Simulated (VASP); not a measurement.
Runs of VASP 6.6.1 on BiTe. The structure is that of space group Fm-3m (No. 225), or close to it. The cells are those of the table. 

```tsv
cell	gap on the mesh (eV)	pressure (GPa)
a = 4.657, b = 4.657, c = 6.586 Å, 4 atoms	none	(a)
a = 4.521, b = 4.521, c = 6.394 Å, 4 atoms	none	0.0
a = 4.521, b = 4.521, c = 6.298 Å, 4 atoms	none	0.8
a = 4.589, b = 4.589, c = 6.490 Å, 4 atoms	none	-2.2
```

Alike in all rows: task single point; level PBEsol; potentials or basis VASP PAW PBE potentials, release 64 (Bi_d, Te); no spin polarisation; k mesh 12 × 12 × 8; cutoff (eV) 520; smearing gaussian 0.1 eV.

Q: Estimate the missing entries.

A: (a) -3.9.

Caveats: the PAW data sets were made with another functional, which shifts forces and pressure a little; spin-orbit coupling is left out, which moves the levels of the heavy elements; the cell stands under tension (at least some runs).

A k mesh can miss the band edges, and the runs leave out spin-orbit coupling on Bi, Te.

A gap of «none» marks levels without a gap at the run's occupations.
